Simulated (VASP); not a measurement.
Wanted: the native input for a VASP 6.6.1 run.

```yaml
Task: single point
Functional: PBE
Potentials_or_basis: VASP PAW PBE potentials, release 64 (Eu)
Cutoff: 520 eV
k_mesh: 7 × 7 × 7
Occupations: fermi-dirac, width 0.05 eV
Spin: collinear spin, ferromagnetic start
Starting_moments: "[3.5] μB"
Fixed_moment: 3.5 μB
Dipole_correction: no
Further_INCAR_settings: ALGO = Normal; EDIFF = 1e-06; NBANDS = 18
```

The structure of Eu lies in POSCAR:

```
Eu
1.0
   -2.3030000000      2.3030000000      2.3030000000
    2.3030000000     -2.3030000000      2.3030000000
    2.3030000000      2.3030000000     -2.3030000000
Eu
1
Direct
    0.0000000000      0.0000000000      0.0000000000
```

One way to write it, as run:

INCAR

```
  ALGO = Normal
  EDIFF = 1E-6
  ENCUT = 520
  GGA = PE
  ISIF = 2
  ISMEAR = -1
  ISPIN = 2
  LASPH = T
  LCHARG = F
  LMAXMIX = 6
  LORBIT = 11
  LREAL = F
  LWAVE = F
  MAGMOM = 3.5
  NBANDS = 18
  NELM = 150
  NUPDOWN = 3.5
  PREC = Accurate
  SIGMA = 0.05
```

KPOINTS

```
k-points
0
Gamma
  7 7 7
```

Potentials or basis: VASP PAW PBE potentials, release 64 (Eu).

Command:

```sh
$ cat potpaw_PBE.64/Eu/POTCAR > POTCAR
$ mpirun -np 1 vasp_std > vasp.out
```

Results of the run:

```json
{
 "Pressure": "-4.1 GPa",
 "Net moment": "3.50 μB per cell",
 "Site moments": "Eu +5.28 μB",
 "Valence electrons inside the program's atomic spheres": "Eu 14.43"
}
```

Caveat: the total moment is fixed, so each spin has its own Fermi level.

It took 82 s on 1 thread of AMD EPYC 7R13 Processor (Zen 3), on a shared host, peak memory 0.18 GiB.
